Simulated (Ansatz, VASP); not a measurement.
## One calculation of PbO2, two programs

```xyz
3
Lattice="0.0000 2.2138 2.2138 2.2138 0.0000 2.2138 2.2138 2.2138 0.0000" Properties=species:S:1:pos:R:3 pbc="T T T"
Pb    0.0000    0.0000    0.0000
O     1.1069    1.1069    1.1069
O     3.3207    3.3207    3.3207
```

Change from the starting cell: volume scaled by 0.55, LAPW.

Alike in both runs: task single point; functional PBEsol; k mesh 12 × 12 × 12; occupations fermi-dirac, width 0.05 eV; no spin polarisation.

|  | VASP | Ansatz |
| --- | --- | --- |
| version | VASP 6.6.1 | Ansatz 0.2.0 |
| potentials or method | VASP PAW PBE potentials, release 64 (Pb_d, O), cutoff 520 eV | all-electron LAPW, scalar-relativistic |

|  | VASP | Ansatz | Ansatz less VASP |
| --- | --- | --- | --- |
| gap on the k mesh at the Fermi level (eV) | 3.31 | 3.33 | +0.019 |
| pressure (GPa) | 330.4 | 327.8 | -2.67 |

VASP's potentials were made for PBE, not for PBEsol. Both programs put the cell under a high pressure, so it lies far from rest at this level. Ansatz ran all-electron here, and VASP with PAW potentials.

Spin-orbit coupling is off throughout. Noted on VASP's run: the cell as given lies far from equilibrium.
